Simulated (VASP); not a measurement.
A run of VASP 6.6.1 is set up as follows.

INCAR

```
SYSTEM = Os
PREC     = Accurate       ! precision mode
ENCUT    = 520            ! plane-wave cutoff, eV
EDIFF    = 1E-6           ! SCF threshold, eV
ISMEAR   = 0              ! smearing method
SIGMA    = 0.15           ! smearing width, eV
LREAL    = .FALSE.        ! projectors in reciprocal space
LASPH    = .TRUE.         ! aspherical terms in the spheres
NELM     = 80             ! most SCF steps
ALGO     = Normal         ! electronic algorithm
ISIF     = 2              ! what is computed and relaxed
LWAVE    = .FALSE.        ! write WAVECAR
LCHARG   = .FALSE.        ! write CHGCAR
GGA      = PS             ! functional
NBANDS   = 15             ! bands
```

KPOINTS

```
Automatic mesh
0
G
  18 18 12
  0 0 0
```

POSCAR

```
Os
1.0
    2.9528279736      0.0000000000      0.0000000000
   -1.4764139868      2.5572240381      0.0000000000
    0.0000000000      0.0000000000      4.6652760000
Os
2
Direct
    0.3333333333      0.6666666667      0.2500000000
    0.6666666667      0.3333333333      0.7500000000
```

Potentials or basis: VASP PAW PBE potentials, release 64 (Os).

The run is started by

```console
$ cat potpaw_PBE.64/Os/POTCAR > POTCAR
$ mpirun -np 1 vasp_std > vasp.out
```

(1) Predict the band gap on the k mesh.

(2) Predict the pressure.

## Answers

(1) zero (bands 8 and 9 overlap by 2.72 eV).

(2) -58.0 GPa.

Caveat: the cell differs from its parent crystal (strain +0.080 along x and y, +0.080 along z); the cell stands under tension; the PAW data sets were made with another functional, which shifts forces and pressure a little; spin-orbit coupling is left out, which moves the levels of the heavy elements.
